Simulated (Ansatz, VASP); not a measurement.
# CuO in VASP and in Ansatz

```
Cu O
1.0
     0.00000    2.32725    2.32725
     2.32725    0.00000    2.32725
     2.32725    2.32725    0.00000
Cu O
1 1
Cartesian
  0.0000 0.0000 0.0000
  1.1636 1.1636 1.1636
```

Alike in both runs: task single point; functional PBE0; k mesh 6 × 6 × 6; occupations fermi-dirac, width 0.05 eV; no spin polarisation.

|  | VASP | Ansatz |
| --- | --- | --- |
| version | VASP 6.6.1 | Ansatz 0.2.0 |
| potentials or method | VASP PAW PBE potentials, release 64 (Cu, O) | Ansatz PAW |
| plane-wave cutoff (eV) | 520 | 420 |
| valence electrons in the cell | 17 | 25 |

Ansatz gave:

```
gap on the k mesh at the Fermi level (eV) : none
pressure (GPa)                            : -13.7
```

Problem. Estimate VASP's values.

Solution. gap on the k mesh at the Fermi level (eV): none; pressure (GPa): -13.2.

A gap of «none» marks a metal or a gap that the smearing closes. VASP's potentials hold 17 valence electrons a cell and Ansatz's 25, so a difference there can come from the potentials and not from the codes.

The k mesh is coarse, so the values compare programs but aren't converged.
